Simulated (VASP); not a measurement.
Write the native input for VASP 6.6.1 that does the following.

```yaml
Task: single point
Functional: PBE
Potentials_or_basis: VASP PAW PBE potentials, release 64 (C, Si)
Cutoff: 600 eV
k_mesh: 4 × 4 × 2
Occupations: fermi-dirac, width 0.02 eV
Spin: no spin polarisation
Dipole_correction: no
Further_INCAR_settings: ALGO = Normal; EDIFF = 1e-06; NBANDS = 16
```

The structure of Si3C lies in POSCAR:

```
Si3C
1.0
    3.4318102017      0.0000000000      0.0000000000
    0.0000000000      3.4318102017      0.0000000000
    0.0000000000      0.0000000000      5.0004336163
C Si
1 3
Direct
    0.0000000000      0.0000000000      0.0000000000
    0.0000000000      0.5000000000      0.2031984776
    0.5000000000      0.5000000000      0.5000000000
    0.5000000000      0.0000000000      0.7968015224
```

These files were run (other wordings do the same):

INCAR

```
SYSTEM = Si3C
PREC = Accurate
ENCUT = 600
EDIFF = 1E-6
ISMEAR = -1
SIGMA = 0.02
LREAL = .False.
LASPH = .True.
NELM = 120
ALGO = Normal
ISIF = 2
LWAVE = .False.
LCHARG = .False.
GGA = PE
NBANDS = 16
GGA_COMPAT = .False.
```

KPOINTS

```
Automatic mesh
0
Gamma
  4 4 2
  0 0 0
```

Potentials or basis: VASP PAW PBE potentials, release 64 (C, Si).

Launch:

```sh
$ cat potpaw_PBE.64/C/POTCAR potpaw_PBE.64/Si/POTCAR > POTCAR
$ mpirun -np 1 vasp_std > vasp.out
```

It gave:

```yaml
Pressure: 2.1 GPa
Largest_force: 0.417 eV/Å
Band_gap_on_the_k_mesh: zero (band 8 reaches 7.86 eV, above the bottom of band 9 at 7.43 eV)
```

Caveat: the k points lie up to 0.63 Å⁻¹ apart.

Wall time 22 s on 1 thread of Intel Xeon 8259CL (shared host), peak memory 0.17 GiB.
